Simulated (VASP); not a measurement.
# BN (Fmm2) in VASP: notebook

BN is run at these levels: PBE+D3(BJ); tasks: relaxation of shape and atoms at fixed volume.

Program: VASP 6.6.1. These are calculated values, not measurements. Logs are shortened: lines on timing, memory, paths and dates and some standing lists are left out, and cuts for length are marked.

### 1 The cell of the first run

Symmetry: Fmm2, No. 42, orthorhombic system. The conventional cell has a = 2.533 Å, b = 6.935 Å, c = 4.383 Å, α = 90.00°, β = 90.00°, γ = 90.00°. B (site symmetry mm2) has 3 N at 1.46 Å within 2.0 Å. Within 2.0 Å of N (site symmetry mm2) lie 3 B at 1.46 Å.

### 2 Relaxation of shape and atoms at fixed volume, PBE+D3(BJ) (9.63 Å³/atom)

Input file INCAR:

```
PREC     = Accurate       # precision mode
ENCUT    = 600            # plane-wave cutoff, eV
EDIFF    = 1E-6           # SCF threshold, eV
ISMEAR   = 0              # smearing method
SIGMA    = 0.02           # smearing width, eV
LREAL    = False          # projectors in reciprocal space
LASPH    = True           # aspherical terms in the spheres
NELM     = 100            # most SCF steps
ALGO     = Normal         # electronic algorithm
ISIF     = 4              # what is computed and relaxed
LWAVE    = False          # write WAVECAR
LCHARG   = False          # write CHGCAR
GGA      = PE             # functional
IVDW     = 12             # dispersion correction
IBRION   = 2              # ionic algorithm
NSW      = 50             # ionic steps
EDIFFG   = -0.01          # ionic threshold
```

Input file KPOINTS:

```
regular mesh
0
Gamma
  12 12 12
```

Input file POSCAR:

```
BN
1.0
    0.0000000000      3.4674039913      2.1917047554
    1.2666813373      0.0000000000      2.1917047554
    1.2666813373      3.4674039913      0.0000000000
B N
1 1
Direct
    0.0000897078      0.0000897078      0.9999102922
    0.6666102822      0.6666102822      0.3333897178
```

Potentials or basis: VASP PAW PBE potentials, release 64 (B, N).

On the command line:

```console
$ cat potpaw_PBE.64/B/POTCAR potpaw_PBE.64/N/POTCAR > POTCAR
$ mpirun -np 1 vasp_std > vasp.out
```

OUTCAR:

```text
PREC = Accurate
   ENCUT = 600
   EDIFF = 1E-6
   ISMEAR = 0
   LREAL = False
   LASPH = True
   NELM = 100
   ISIF = 4
   GGA = PE
   IVDW = 12
   IBRION = 2
   NSW = 50
   EDIFFG = -0.01
 IVDW          = 12

 ion  position               nearest neighbor table
   1  0.000  0.000  1.000-   2 1.46   2 1.46   2 1.46
   2  0.667  0.667  0.333-   1 1.46   1 1.46   1 1.46

  LATTYP: Found a face centered orthorhombic cell.
 ALAT       =     2.5333626746
 B/A-ratio  =     1.7302731878
 C/A-ratio  =     2.7373924990

  Lattice vectors:

 A1 = (   0.0000000000,   3.4674039913,   2.1917047554)
 A2 = (  -1.2666813373,   3.4674039913,   0.0000000000)
 A3 = (  -1.2666813373,   0.0000000000,   2.1917047554)

Analysis of symmetry for initial positions (statically):
=====================================================================
 Subroutine PRICEL returns:
 Original cell was already a primitive cell.

 Routine SETGRP: Setting up the symmetry group for a
 face centered orthorhombic supercell.

 Subroutine GETGRP returns: Found  4 space group operations
 (whereof  4 operations were pure point group operations)
 out of a pool of  8 trial point group operations.

The static configuration has the point symmetry C_2v.

Analysis of symmetry for dynamics (positions and initial velocities):
=====================================================================
 Subroutine PRICEL returns:
 Original cell was already a primitive cell.

 Routine SETGRP: Setting up the symmetry group for a
 face centered orthorhombic supercell.

 Subroutine GETGRP returns: Found  4 space group operations
 (whereof  4 operations were pure point group operations)
 out of a pool of  8 trial point group operations.

The dynamic configuration has the point symmetry C_2v.

 Subroutine INISYM returns: Found  4 space group operations
 (whereof  4 operations are pure point group operations),
 and found     1 'primitive' translations

----------------------------------------------------------------------------------------

                                     Primitive cell

  volume of cell :      19.2524

  direct lattice vectors                    reciprocal lattice vectors
     0.000000000  3.467403991  2.191704755    -0.394732270  0.144200099  0.228132917
     1.266681337  0.000000000  2.191704755     0.394732270 -0.144200099  0.228132917
     1.266681337  3.467403991  0.000000000     0.394732270  0.144200099 -0.228132917

  length of vectors
     4.102006847  2.531412915  3.691527062     0.478175555  0.478175555  0.478175555

  position of ions in fractional coordinates (direct lattice)
     0.000089708  0.000089708  0.999910292
     0.666610282  0.666610282  0.333389718

  ion indices of the primitive-cell ions
   primitive index   ion index
                 1           1
                 2           2

----------------------------------------------------------------------------------------

 KPOINTS: regular mesh

Automatic generation of k-mesh.
 Grid dimensions read from file:
 generate k-points for:   12   12   12

 Generating k-lattice:

  Cartesian coordinates                     Fractional coordinates (reciprocal lattice)
    -0.032894356  0.012016675  0.019011076     0.083333333  0.000000000  0.000000000
     0.032894356 -0.012016675  0.019011076     0.000000000  0.083333333  0.000000000
     0.032894356  0.012016675 -0.019011076    -0.000000000 -0.000000000  0.083333333

  Length of vectors
     0.039847963  0.039847963  0.039847963

  Shift w.r.t. Gamma in fractional coordinates (k-lattice)
     0.000000000  0.000000000  0.000000000

 Subroutine IBZKPT returns following result:
 ===========================================

[... 55 lines left out ...]
   POTIM  = 0.5000    time-step for ionic-motion
   TEBEG  =    0.0;   TEEND  =   0.0 temperature during run
   PSTRESS=    0.0 pullay stress
   NELECT =       8.0000    total number of electrons
   NUPDOWN=      -1.0000    fix difference up-down
   EMIN   =  10.00;   EMAX   =-10.00  energy-range for DOS
   EFERMI =   0.00;   METHOD = LEGACY
   ISMEAR =     0;   SIGMA  =   0.02  broadening in eV -4-tet -1-fermi 0-gaus
   EFERMI_NEDOS =   21; number of points for ismear=-14 and -15
   IALGO  =     38    algorithm
   IMIX   =      4    mixing-type and parameters
     AMIX     =   0.40;   BMIX     =  1.00
     AMIX_MAG =   1.60;   BMIX_MAG =  1.00
  volume/ion in A,a.u.               =       9.63        64.96
  Fermi-wavevector in a.u.,A,eV,Ry     =   1.221641  2.308566 20.305421  1.492406
  Thomas-Fermi vector in A             =   2.356816
   LORBIT       =      0    0 simple, 1 ext, 2 COOP (PROOUT), +10 PAW based schemes
   GGA     = PE    functional components
   LHFCALC =     F    Hartree Fock is set to
   AEXX    =    0.0000 exact exchange contribution
   IVDW    =    12    specifies the selected vdW correction
   LEPSILON=     F    determine dielectric tensor
   LRPA    =     F    only Hartree local field effects (RPA)
 conjugate gradient relaxation of ions
 non-spin polarized calculation
 Gauss-broadening in eV      SIGMA  =   0.02
  energy-cutoff  :      600.00
  volume of cell :       19.25
 maximum number of plane-waves:       658
 NGX is ok and might be reduce to    36
   NGX = 17   NGY = 11   NGZ = 15

--------------------------------------- Ionic step        1  -------------------------------------------

 number of electron       8.0000000 magnetization

 Free energy of the ion-electron system (eV)
  ---------------------------------------------------
  ext. energy  EPLUGINS =         0.00000000
  ---------------------------------------------------
  free energy    TOTEN  =       -17.58340639 eV

  energy without entropy =      -17.58340639  energy(sigma->0) =      -17.58340639

------------------------ aborting loop because EDIFF is reached ----------------------------------------

 Edisp (eV)   -0.26183

 E8    (eV) :    -0.0763

  FORCE on cell =-STRESS in cart. coord.  units (eV):
  Direction    XX          YY          ZZ          XY          YZ          ZX
  --------------------------------------------------------------------------------------
  -------------------------------------------------------------------------------------
  Total      -1.21637    -0.12391    -1.21338     0.00000     0.00000     0.00000
  in kB    -101.22592   -10.31156  -100.97687     0.00000     0.00000     0.00000
  external pressure =      -70.84 kB  Pullay stress =        0.00 kB

 VOLUME and BASIS-vectors are now :
 -----------------------------------------------------------------------------
  energy-cutoff  :      600.00
  volume of cell :       19.25
      direct lattice vectors                 reciprocal lattice vectors
     0.000000000  3.467403991  2.191704755    -0.394732270  0.144200099  0.228132917
     1.266681337  0.000000000  2.191704755     0.394732270 -0.144200099  0.228132917
     1.266681337  3.467403991  0.000000000     0.394732270  0.144200099 -0.228132917

 POSITION                                       TOTAL-FORCE (eV/Angst)
 -----------------------------------------------------------------------------------
      1.26668      3.46740      0.00039         0.000000      0.000000     -0.001662
      1.26668      3.46740      2.92203         0.000000      0.000000      0.001662
 -----------------------------------------------------------------------------------
    total drift:                                0.000005     -0.000003     -0.000032

  FREE ENERGIE OF THE ION-ELECTRON SYSTEM (eV)
  ---------------------------------------------------
  free  energy   TOTEN  =       -17.8452413198 eV

  energy  without entropy=      -17.8452413198  energy(sigma->0) =      -17.84524132

--------------------------------------- Ionic step        2  -------------------------------------------

 number of electron       8.0000000 magnetization

 Free energy of the ion-electron system (eV)
  ---------------------------------------------------
  ext. energy  EPLUGINS =         0.00000000
  ---------------------------------------------------
  free energy    TOTEN  =       -17.59412534 eV

  energy without entropy =      -17.59412534  energy(sigma->0) =      -17.59412534

 E-fermi :   1.9889     XC(G=0):  -9.6590

 val. band max:        1.8672928540   @ k =   0.5000  -0.3333   0.1667
 cond. band min:       5.7326811907   @ k =   0.0000   0.5000   0.5000
 fundamental gap:      3.8653883367
 Fermi energy:         1.9888673232

 k-point     1 :       0.0000    0.0000    0.0000
  band No.  band energies     occupation
      1     -15.9363      2.00000
      2      -2.6028      2.00000
      3       0.4412      2.00000
      4       0.4416      2.00000
      5       6.6883      0.00000
      6      13.3016      0.00000
      7      13.3596      0.00000
      8      14.7114      0.00000
[... 243 lines left out ...]
 k-point    24 :      -0.4167    0.1667    0.0000
  band No.  band energies     occupation
      1     -12.5417      2.00000
      2      -6.7628      2.00000
      3      -3.6889      2.00000
      4       1.2323      2.00000
      5       6.5778      0.00000
      6      13.2945      0.00000
      7      15.2037      0.00000
      8      16.8590      0.00000

 [... further k-points ...]

------------------------ aborting loop because EDIFF is reached ----------------------------------------

 Edisp (eV)   -0.26081

 E8    (eV) :    -0.0758

  FORCE on cell =-STRESS in cart. coord.  units (eV):
  Direction    XX          YY          ZZ          XY          YZ          ZX
  --------------------------------------------------------------------------------------
  -------------------------------------------------------------------------------------
  Total      -0.18183    -0.16443    -0.16709     0.00000     0.00000     0.00000
  in kB     -15.13170   -13.68388   -13.90504     0.00000     0.00000     0.00000
  external pressure =      -14.24 kB  Pullay stress =        0.00 kB

 VOLUME and BASIS-vectors are now :
 -----------------------------------------------------------------------------
  energy-cutoff  :      600.00
  volume of cell :       19.25
      direct lattice vectors                 reciprocal lattice vectors
     0.000000000  3.528504918  2.172724807    -0.398209473  0.141703076  0.230125784
     1.255620555  0.000000000  2.172724807     0.398209473 -0.141703076  0.230125784
     1.255620555  3.528504918  0.000000000     0.398209473  0.141703076 -0.230125784

 POSITION                                       TOTAL-FORCE (eV/Angst)
 -----------------------------------------------------------------------------------
      1.25562      3.52850      0.00031         0.000000      0.000000      0.002002
      1.25562      3.52850      2.89680         0.000000      0.000000     -0.002002
 -----------------------------------------------------------------------------------
    total drift:                                0.000005     -0.000002     -0.000067

  FREE ENERGIE OF THE ION-ELECTRON SYSTEM (eV)
  ---------------------------------------------------
  free  energy   TOTEN  =       -17.8549318867 eV

  energy  without entropy=      -17.8549318867  energy(sigma->0) =      -17.85493189

 reached required accuracy - stopping structural energy minimisation
```

Wall time 1.7 min (1 thread of Intel Xeon 8259CL, shared host); peak memory 0.21 GiB.

What came out:

- Free energy: -17.8549 eV
- Energy gained by relaxing: 4.8 meV/atom
- Ionic steps: 2
- Pressure after relaxing: -1.4 GPa
- Band gap on the k mesh: 3.87 eV (least direct gap 4.53 eV)
- Dispersion energy per atom: -0.130 eV

Forces in eV/Å, atoms in the order of the input:
```
B    0.000  0.000  0.002
N    0.000  0.000 -0.002
```

The path:
| step | energy change (eV) | largest force (eV/Å) | pressure (GPa) | volume (Å³) |
| --- | --- | --- | --- | --- |
| 1 | 0.0000 | 0.0017 | -7.08 | 19.25 |
| 2 | -0.0097 | 0.0020 | -1.42 | 19.25 |

Final structure:
```
B N
1.0
     0.00000    3.52850    2.17272
     1.25562    0.00000    2.17272
     1.25562    3.52850    0.00000
B N
1 1
Direct
  0.00007 0.00007 0.99993
  0.66663 0.66663 0.33337
```

Levels at points of the mesh, in eV from the valence-band top:
| k point | band 2 | band 3 | band 4 | band 5 | band 6 | band 7 |
| --- | --- | --- | --- | --- | --- | --- |
| (0.00, 0.00, 0.00) | -4.47 | -1.43 | -1.43 | 4.82 | 11.43 | 11.49 |
| (0.50, 0.00, 0.00) | -8.95 | -4.20 | -1.00 | 4.62 | 9.72 | 13.24 |
| (0.50, 0.50, 0.00) | -9.03 | -4.20 | -0.53 | 5.71 | 9.32 | 12.18 |
| (0.50, 0.00, 0.50) | -6.03 | -1.45 | -1.42 | 9.45 | 11.39 | 11.45 |
| (0.00, 0.50, 0.50) | -8.86 | -4.24 | -1.42 | 3.87 | 9.80 | 14.39 |

A k mesh can miss the band edges.

### 3 Relaxation of shape and atoms at fixed volume, PBE+D3(BJ) (9.99 Å³/atom)

This run uses another cell than the first one, of 9.99 Å³/atom.

Input file INCAR:

```
SYSTEM = BN
  ALGO = Normal
  EDIFF = 1E-6
  EDIFFG = -0.01
  ENCUT = 600
  GGA = PE
  IBRION = 2
  ISIF = 4
  ISMEAR = 0
  IVDW = 12
  LASPH = .True.
  LCHARG = .False.
  LREAL = .False.
  LWAVE = .False.
  NELM = 80
  NSW = 50
  PREC = Accurate
  SIGMA = 0.02
```

Input file KPOINTS:

```
k-points
0
Gamma
  12 12 12
  0 0 0
```

Input file POSCAR:

```
BN
1.0
    0.0000000000      3.5743933621      2.1992769481
    1.2707450289      0.0000000000      2.1992769481
    1.2707450289      3.5743933621      0.0000000000
B N
1 1
Direct
    0.0000729367      0.0000729367      0.9999270633
    0.6666270533      0.6666270533      0.3333729467
```

Potentials or basis: VASP PAW PBE potentials, release 64 (B, N).

On the command line:

```console
$ cat potpaw_PBE.64/B/POTCAR potpaw_PBE.64/N/POTCAR > POTCAR
$ mpirun -np 1 vasp_std > vasp.out
```

OUTCAR:

```text
SYSTEM = BN
   EDIFF = 1E-6
   EDIFFG = -0.01
   ENCUT = 600
   GGA = PE
   IBRION = 2
   ISIF = 4
   ISMEAR = 0
   IVDW = 12
   LASPH = .True.
   LREAL = .False.
   NELM = 80
   NSW = 50
   PREC = Accurate
 IVDW          = 12

 ion  position               nearest neighbor table
   1  0.000  0.000  1.000-   2 1.47   2 1.47   2 1.47
   2  0.667  0.667  0.333-   1 1.47   1 1.47   1 1.47

  LATTYP: Found a face centered orthorhombic cell.
 ALAT       =     2.5414900578
 B/A-ratio  =     1.7306988405
 C/A-ratio  =     2.8128328507

  Lattice vectors:

 A1 = (   0.0000000000,   3.5743933621,   2.1992769481)
 A2 = (  -1.2707450289,   3.5743933621,   0.0000000000)
 A3 = (  -1.2707450289,   0.0000000000,   2.1992769481)

Analysis of symmetry for initial positions (statically):
=====================================================================
 Subroutine PRICEL returns:
 Original cell was already a primitive cell.

 Routine SETGRP: Setting up the symmetry group for a
 face centered orthorhombic supercell.

 Subroutine GETGRP returns: Found  4 space group operations
 (whereof  4 operations were pure point group operations)
 out of a pool of  8 trial point group operations.

The static configuration has the point symmetry C_2v.

Analysis of symmetry for dynamics (positions and initial velocities):
=====================================================================
 Subroutine PRICEL returns:
 Original cell was already a primitive cell.

[... 149 lines left out ...]
 number of electron       8.0000000 magnetization

 Free energy of the ion-electron system (eV)
  ---------------------------------------------------
  ext. energy  EPLUGINS =         0.00000000
  ---------------------------------------------------
  free energy    TOTEN  =       -17.58198033 eV

  energy without entropy =      -17.58198033  energy(sigma->0) =      -17.58198033

------------------------ aborting loop because EDIFF is reached ----------------------------------------

 Edisp (eV)   -0.25056

 E8    (eV) :    -0.0727
[... 71 lines left out ...]
--------------------------------------- Ionic step        3  -------------------------------------------

 number of electron       8.0000001 magnetization

 Free energy of the ion-electron system (eV)
  ---------------------------------------------------
  ext. energy  EPLUGINS =         0.00000000
  ---------------------------------------------------
  free energy    TOTEN  =       -17.59974928 eV

  energy without entropy =      -17.59974928  energy(sigma->0) =      -17.59974928

 E-fermi :   1.7104     XC(G=0):  -9.4189

 val. band max:        1.5792847122   @ k =   0.5000  -0.3333   0.1667
 cond. band min:       5.5742180068   @ k =   0.0000   0.5000   0.5000
 fundamental gap:      3.9949332946
 Fermi energy:         1.7103727403

 k-point     1 :       0.0000    0.0000    0.0000
  band No.  band energies     occupation
      1     -16.1798      2.00000
      2      -3.0195      2.00000
      3       0.1624      2.00000
      4       0.1629      2.00000
      5       6.2650      0.00000
      6      13.0199      0.00000
      7      13.0615      0.00000
      8      14.3291      0.00000
[... 243 lines left out ...]
 k-point    24 :      -0.4167    0.1667    0.0000
  band No.  band energies     occupation
      1     -12.8128      2.00000
      2      -7.0315      2.00000
      3      -3.9605      2.00000
      4       0.9618      2.00000
      5       6.3073      0.00000
      6      12.9986      0.00000
      7      14.8277      0.00000
      8      16.3223      0.00000

 [... further k-points ...]

------------------------ aborting loop because EDIFF is reached ----------------------------------------

 Edisp (eV)   -0.24932

 E8    (eV) :    -0.0722
[... 25 lines left out ...]
  FREE ENERGIE OF THE ION-ELECTRON SYSTEM (eV)
  ---------------------------------------------------
  free  energy   TOTEN  =       -17.8490650813 eV

  energy  without entropy=      -17.8490650813  energy(sigma->0) =      -17.84906508

 reached required accuracy - stopping structural energy minimisation
```

OSZICAR:

```text
N       E                     dE             d eps       ncg     rms          rms(c)
DAV:   1     0.198648540973E+02    0.19865E+02   -0.51365E+03  4560   0.104E+03
DAV:   2    -0.185922823785E+02   -0.38457E+02   -0.37014E+02  6088   0.195E+02
DAV:   3    -0.192634207519E+02   -0.67114E+00   -0.67114E+00  5456   0.318E+01
[... 19 lines left out ...]
       N       E                     dE             d eps       ncg     rms          rms(c)
DAV:   1    -0.175997983598E+02   -0.10446E-03   -0.24880E-03  4496   0.454E-01    0.307E-02
DAV:   2    -0.175997644730E+02    0.33887E-04   -0.50772E-05  5936   0.629E-02    0.170E-02
DAV:   3    -0.175997497116E+02    0.14761E-04   -0.29727E-05  5704   0.402E-02    0.395E-03
DAV:   4    -0.175997492838E+02    0.42781E-06   -0.11095E-06  5328   0.905E-03
   3 F= -.17849065E+02 E0= -.17849065E+02  d E =-.165260E-01
```

CONTCAR:

```text
BN
   1.00000000000000
     0.0000000000000000    3.6585054337480374    2.1739261558505611
     1.2560073888317593    0.0000000000000000    2.1739261558505611
     1.2560073888317593    3.6585054337480374    0.0000000000000000
  B               N
     1     1
Direct
     0.0000561430273282    0.0000561430273282    0.9999438569726719
     0.6666438469726698    0.6666438469726698    0.3333561530273303

  0.00000000E+00  0.00000000E+00  0.00000000E+00
  0.00000000E+00  0.00000000E+00  0.00000000E+00
```

It took 1.9 min on 1 thread of Intel Xeon 8259CL, shared host; peak memory 0.21 GiB.

Results:

* Free energy: -17.8491 eV
* Energy gained by relaxing: 8.3 meV/atom
* Ionic steps: 3
* Pressure after relaxing: -1.7 GPa
* Band gap on the k mesh: 3.99 eV (least direct gap 4.54 eV)
* Dispersion energy per atom: -0.125 eV

The path:
| step | energy change (eV) | largest force (eV/Å) | pressure (GPa) | volume (Å³) |
| --- | --- | --- | --- | --- |
| 1 | 0.0000 | 0.0015 | -8.95 | 19.98 |
| 2 | -0.0165 | 0.0015 | -1.94 | 19.98 |
| 3 | -0.0165 | 0.0016 | -1.71 | 19.98 |

Final structure:
```
B N
1.0
     0.00000    3.65851    2.17393
     1.25601    0.00000    2.17393
     1.25601    3.65851    0.00000
B N
1 1
Direct
  0.00006 0.00006 0.99994
  0.66664 0.66664 0.33336
```

A k mesh can miss the band edges.
